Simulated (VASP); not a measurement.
SrCl2: single point with PBEsol

SrCl2:

```xyz
3
Lattice="0.0000 3.4553 3.4553 3.4553 0.0000 3.4553 3.4553 3.4553 0.0000" Properties=species:S:1:pos:R:3 pbc="T T T"
Sr    0.0000    0.0000    0.0000
Cl    1.7277    1.7277    1.7277
Cl    5.1830    5.1830    5.1830
```

```json
{
  "Program": "VASP 6.6.1",
  "Task": "single point",
  "Functional": "PBEsol",
  "Potentials or basis": "VASP PAW PBE potentials, release 64 (Sr_sv, Cl)",
  "Cutoff": "500 eV",
  "k mesh": "6 × 6 × 6",
  "Occupations": "gaussian, width 0.01 eV",
  "Spin": "no spin polarisation"
}
```

| Quantity | Value |
| --- | --- |
| Pressure | 0.1 GPa |
| Band gap on the k mesh | 5.24 eV (least direct gap 5.34 eV) |

Levels at points of the mesh, in eV from the valence-band top:
```
           k point  band 9  band 10  band 11  band 12  band 13  band 14  band 15  band 16
(0.00, 0.00, 0.00)   -2.27    -0.36    -0.36    -0.36     5.24     5.96     5.96     8.92
(0.50, 0.00, 0.00)   -1.59    -1.40    -1.11    -1.11     6.63     6.63     7.51     7.74
(0.50, 0.50, 0.00)   -1.98    -0.44    -0.44     0.00     5.34     7.00     7.58     8.02
```

It took 21 s on 1 thread of Intel Xeon 8259CL (shared host), peak memory 0.2 GiB.

Caveat: the PAW data sets were made with another functional, which shifts forces and pressure a little. A hybrid or GW would open this gap; PBEsol tends to underestimate it.
